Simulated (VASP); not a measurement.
Runs of VASP 6.6.1 on MgH2. The structure is that of space group P4_2/mnm (No. 136), or close to it. The cells are those of the table. 

| task | cell | k mesh | cutoff (eV) | smearing | gap on the mesh (eV) | pressure (GPa) | relaxed volume (Å³/atom) |
| --- | --- | --- | --- | --- | --- | --- | --- |
| relaxation of cell and atoms | relaxed from a = 4.517, b = 4.517, c = 3.021 Å, 6 atoms | 6 × 6 × 8 | 600 | gaussian 0.02 eV | 3.52 | 0.0 | 9.65 |
| single point | a = 4.517, b = 4.517, c = 3.021 Å, 6 atoms | 4 × 4 × 6 | 600 | gaussian 0.1 eV | 3.54 | -3.1 | - |
| single point | a = 4.428, b = 4.428, c = 2.973 Å, 6 atoms | 6 × 6 × 8 | 600 | gaussian 0.01 eV | 3.51 | (b) | - |
| relaxation of cell and atoms | relaxed from a = 4.428, b = 4.428, c = 2.973 Å, 6 atoms | 6 × 6 × 8 | 600 | gaussian 0.01 eV | 3.51 | 0.0 | 9.64 |
| single point | a = 4.428, b = 4.428, c = 2.973 Å, 6 atoms | 6 × 6 × 8 | 520 | gaussian 0.02 eV | 3.51 | (a) | - |

Alike in all rows: level LDA; potentials or basis VASP PAW LDA potentials, release 64 (Mg, H); no spin polarisation.

Problem. Fill in the values left out.

Solution. (a) -0.5; (b) -0.4.

Caveats: the cell stands under tension (at least some runs).

A k mesh can miss the band edges.
